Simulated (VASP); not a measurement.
A run of VASP 6.6.1:

The input INCAR:

```
SYSTEM = ZnCu
PREC = Accurate ; ENCUT = 600
EDIFF = 1E-6 ; ISMEAR = 0
SIGMA = 0.1 ; LREAL = .FALSE.
LASPH = .TRUE. ; NELM = 80
ALGO = Normal ; ISIF = 3
LWAVE = .FALSE. ; LCHARG = .FALSE.
GGA = PS ; IBRION = 2
NSW = 80 ; EDIFFG = -0.01
```

Contents of KPOINTS:

```
Automatic mesh
0
G
  14 14 14
  0 0 0
```

File POSCAR:

```
ZnCu
1.0
    2.9029199243      0.0000000000      0.0000000000
    0.0000000000      2.9029199243      0.0000000000
    0.0000000000      0.0000000000      2.9029199243
Zn Cu
1 1
Direct
    0.5000000000      0.5000000000      0.5000000000
    0.0000000000      0.0000000000      0.0000000000
```

Potentials or basis: VASP PAW PBE potentials, release 64 (Zn, Cu).

The run is started by

```sh
$ cat potpaw_PBE.64/Zn/POTCAR potpaw_PBE.64/Cu/POTCAR > POTCAR
$ mpirun -np 1 vasp_std > vasp.out
```

Hardware: 1 thread of AMD EPYC 7R43 64-Core Processor (Zen 3), with other jobs on the host.

How long does it take, and how much memory?

It took 66 s on 1 thread of AMD EPYC 7R43 64-Core Processor (Zen 3), with other jobs on the host, peak memory 0.15 GiB. Counts: scf iterations 26, k points 120, ion steps 3.
